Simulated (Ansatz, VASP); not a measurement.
## Be2Si: VASP beside Ansatz

The input INCAR:

```
PREC = Accurate
ENCUT = 600
EDIFF = 1E-6
ISMEAR = 1
SIGMA = 0.11
LREAL = F
LASPH = T
NELM = 120
ALGO = Normal
ISIF = 2
LWAVE = F
LCHARG = F
GGA = PS
NBANDS = 11
GGA_COMPAT = F
```

The input KPOINTS:

```
regular mesh
0
Gamma
  8 8 8
```

POSCAR

```
Be2Si
1.0
    0.0000000000      2.6400000000      2.6400000000
    2.6400000000      0.0000000000      2.6400000000
    2.6400000000      2.6400000000      0.0000000000
Be Si
2 1
Direct
    0.7500000000      0.7500000000      0.7500000000
    0.2500000000      0.2500000000      0.2500000000
    0.0000000000      0.0000000000      0.0000000000
```

Input for Ansatz:

```yaml
crystal:
  lattice:
    - [0.0, 2.64, 2.64]
    - [2.64, 0.0, 2.64]
    - [2.64, 2.64, 0.0]
  atoms:
    - { symbol: Be, position: [0.75, 0.75, 0.75] }
    - { symbol: Be, position: [0.25, 0.25, 0.25] }
    - { symbol: Si, position: [0.0, 0.0, 0.0] }
  symmetry: { tolerance: 0.001 }
basis:
  ecutwfc: 420
kpoints:
  mp_grid: { grid: [8, 8, 8] }
hamiltonian:
  xc: pbesol
scf:
  occupations: { method: methfessel_paxton, width: 0.11 }
output:
  forces: true
  stress: true
  eigenvalues: true
```

Alike in both runs: task single point; functional PBEsol; k mesh 8 × 8 × 8; occupations methfessel-paxton of order 1, width 0.11 eV; no spin polarisation.

```csv
,VASP,Ansatz
version,VASP 6.6.1,Ansatz 0.2.0
potentials or method,"VASP PAW PBE potentials, release 64 (Be, Si), cutoff 600 eV","scalar-relativistic, plane waves, PAW"
valence electrons in the cell,8,8
```

Ansatz gave:

```
gap on the k mesh at the Fermi level (eV) : none
pressure (GPa)                            : -1.2
```

Problem. Estimate VASP's values.

Solution. gap on the k mesh at the Fermi level (eV): none; pressure (GPa): -0.9.

VASP's potentials were made for PBE, not for PBEsol. A gap of «none» marks a metal or a gap that the smearing closes. The functional is the same, so the differences come from potentials, cutoffs and numerics.
